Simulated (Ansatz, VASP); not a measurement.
# CdF2 in VASP and in Ansatz

File POSCAR:

```
CdF2
1.0
    0.0000000000      2.6940000000      2.6940000000
    2.6940000000      0.0000000000      2.6940000000
    2.6940000000      2.6940000000      0.0000000000
Cd F
1 2
Direct
    0.0040183064      0.0040183064      0.0040183064
    0.2500000000      0.2500000000      0.2500000000
    0.7500000000      0.7500000000      0.7500000000
```

File INCAR.step1:

```
SYSTEM = CdF2
PREC = Accurate
ENCUT = 520
ISMEAR = 0
SIGMA = 0.05
LREAL = .False.
LASPH = .True.
NELM = 60
NBANDS = 20
GGA = PE
ALGO = Normal
EDIFF = 1E-4
LWAVE = .True.
LCHARG = .False.
```

File INCAR.step2:

```
SYSTEM = CdF2
PREC = Accurate
ENCUT = 520
EDIFF = 1E-6
ISMEAR = 0
SIGMA = 0.05
LREAL = .False.
LASPH = .True.
NELM = 60
ALGO = Normal
ISIF = 2
LWAVE = .False.
LCHARG = .False.
METAGGA = R2SCAN
LMIXTAU = .True.
NBANDS = 20
ISTART = 1
```

Contents of KPOINTS:

```
regular mesh
0
Gamma
  8 8 8
  0 0 0
```

Input for Ansatz:

```yaml
crystal:
  lattice:
    - [0.0, 2.694, 2.694]
    - [2.694, 0.0, 2.694]
    - [2.694, 2.694, 0.0]
  atoms:
    - { symbol: Cd, position: [0.0040183064, 0.0040183064, 0.0040183064] }
    - { symbol: F, position: [0.25, 0.25, 0.25] }
    - { symbol: F, position: [0.75, 0.75, 0.75] }
basis:
  ecutwfc: 500
kpoints:
  mp_grid: { grid: [8, 8, 8] }
hamiltonian:
  xc: r2scan
scf:
  occupations: { method: gaussian, width: 0.05 }
output:
  forces: true
  stress: true
  eigenvalues: true
```

Change from the starting cell: all Cd atoms moved +0.037 Å, as atom 1 along Cartesian [1 1 1].

Alike in both runs: task single point; functional r2SCAN; k mesh 8 × 8 × 8; occupations gaussian, width 0.05 eV; no spin polarisation.

|  | VASP | Ansatz |
| --- | --- | --- |
| version | VASP 6.6.1 | Ansatz 0.2.0 |
| potentials or method | VASP PAW PBE potentials, release 64 (Cd, F), cutoff 520 eV | scalar-relativistic, plane waves, PAW |
| valence electrons in the cell | 26 | 34 |

Ansatz gave:

```
gap on the k mesh at the Fermi level (eV)                     : 3.80
least direct gap on the mesh (eV)                             : 4.31
pressure (GPa)                                                : 0.1
traceless stress, the component that is largest in VASP (GPa) : 0.05
rms of the force components (eV/Å)                            : 0.081
```

Q: Which values does VASP return?

A: gap on the k mesh at the Fermi level (eV): 3.75; least direct gap on the mesh (eV): 4.25; pressure (GPa): 1.1; traceless stress, the component that is largest in VASP (GPa): 0.05; rms of the force components (eV/Å): 0.092.

VASP's potentials were made for PBE, not for r2SCAN. Atom by atom the forces differ by 0.011 eV/Å (rms over components). The functional is the same, so the differences come from potentials, cutoffs and numerics. VASP's potentials hold 26 valence electrons a cell and Ansatz's 34, so a difference there can come from the potentials and not from the codes.
